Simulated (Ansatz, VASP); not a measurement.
**One calculation of HfN, two programs**

```
Hf N
1.0
     0.00000    2.37195    2.20253
     2.37195    0.00000    2.20253
     2.37195    2.37195    0.00000
Hf N
1 1
Direct
  0.00000 0.00000 0.00000
  0.50000 0.50000 0.50000
```

Change from the starting cell: strain +0.050 along x and y, -0.025 along z, atoms carried along.

Alike in both runs: task single point; functional PBEsol; k mesh 18 × 18 × 18; occupations gaussian, width 0.15 eV; no spin polarisation.

```csv
,VASP,Ansatz
version,VASP 6.6.1,Ansatz 0.2.0
potentials or method,"VASP PAW PBE potentials, release 64 (Hf_pv, N), cutoff 520 eV","scalar-relativistic, plane waves, PAW"
valence electrons in the cell,15,31
```

|  | VASP | Ansatz | Ansatz less VASP |
| --- | --- | --- | --- |
| gap on the k mesh at the Fermi level (eV) | none | none | - |
| pressure (GPa) | -18.7 | -16.8 | +1.93 |
| traceless stress, the component that is largest in VASP (GPa) | 19.35 | 19.57 | +0.217 |

VASP's potentials were made for PBE, not for PBEsol. A gap of «none» marks a metal or a gap that the smearing closes. With one functional, cell and mesh, what is left measures potentials, basis and numerics. VASP's potentials hold 15 valence electrons a cell and Ansatz's 31, so a difference there can come from the potentials and not from the codes.

Neither program's run includes spin-orbit coupling.
